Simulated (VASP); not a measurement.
Wanted: the native input for a VASP 6.6.1 run.

```yaml
Task: single point
Functional: r2SCAN
Potentials_or_basis: VASP PAW PBE potentials, release 64 (Al, Cu)
Cutoff: 520 eV
k_mesh: 12 × 12 × 8
Occupations: gaussian, width 0.1 eV
Spin: no spin polarisation
Dipole_correction: no
Further_INCAR_settings: ALGO = Normal; EDIFF = 1e-06; NBANDS = 24
```

The system is Al3Cu2.

```xyz
5
Lattice="4.1018 0.0000 0.0000 -2.0509 3.5523 0.0000 0.0000 0.0000 4.9899" Properties=species:S:1:pos:R:3 pbc="T T T"
Al    0.0000    0.0000    0.0000
Al    0.0000    2.3682    1.7473
Al    2.0509    1.1841    3.2425
Cu    0.0000    2.3682    4.1923
Cu    2.0509    1.1841    0.7975
```

The input as run:

POSCAR

```
Al3Cu2
1.0
    4.1018117866      0.0000000000      0.0000000000
   -2.0509058933      3.5522732087      0.0000000000
    0.0000000000      0.0000000000      4.9898613914
Al Cu
3 2
Direct
    0.0000000000      0.0000000000      0.0000000000
    0.3333333333      0.6666666667      0.3501725388
    0.6666666667      0.3333333333      0.6498274612
    0.3333333333      0.6666666667      0.8401683194
    0.6666666667      0.3333333333      0.1598316806
```

INCAR.step1

```
SYSTEM = Al3Cu2
PREC     = Accurate       ! precision mode
ENCUT    = 520            ! plane-wave cutoff, eV
ISMEAR   = 0              ! smearing method
SIGMA    = 0.1            ! smearing width, eV
LREAL    = .False.        ! projectors in reciprocal space
LASPH    = .True.         ! aspherical terms in the spheres
NELM     = 100            ! most SCF steps
NBANDS   = 24             ! bands
GGA      = PE             ! functional
ALGO     = Normal         ! electronic algorithm
EDIFF    = 1E-4           ! SCF threshold, eV
LWAVE    = .True.         ! write WAVECAR
LCHARG   = .False.        ! write CHGCAR
```

INCAR.step2

```
SYSTEM = Al3Cu2
PREC     = Accurate       ! precision mode
ENCUT    = 520            ! plane-wave cutoff, eV
EDIFF    = 1E-6           ! SCF threshold, eV
ISMEAR   = 0              ! smearing method
SIGMA    = 0.1            ! smearing width, eV
LREAL    = .False.        ! projectors in reciprocal space
LASPH    = .True.         ! aspherical terms in the spheres
NELM     = 100            ! most SCF steps
ALGO     = Normal         ! electronic algorithm
ISIF     = 2              ! what is computed and relaxed
LWAVE    = .False.        ! write WAVECAR
LCHARG   = .False.        ! write CHGCAR
METAGGA  = R2SCAN         ! meta-GGA
LMIXTAU  = .True.       
NBANDS   = 24             ! bands
ISTART   = 1
```

KPOINTS

```
Automatic mesh
0
Gamma
  12 12 8
  0 0 0
```

Potentials or basis: VASP PAW PBE potentials, release 64 (Al, Cu).

Launch:

```bash
$ cat potpaw_PBE.64/Al/POTCAR potpaw_PBE.64/Cu/POTCAR > POTCAR
$ cp INCAR.step1 INCAR
$ mpirun -np 1 vasp_std > vasp.out
$ cp INCAR.step2 INCAR
$ mpirun -np 1 vasp_std > vasp.out
```

It gave:

```
Pressure      : -0.1 GPa
Largest force : 0.004 eV/Å
```

Caveat: the PAW data sets were made with another functional, which shifts forces and pressure a little.

It took 9.7 min on 1 thread of Intel(R) Xeon(R) Platinum 8259CL CPU @ 2.50GHz (Skylake/Cascade Lake), on a shared host, peak memory 0.34 GiB.
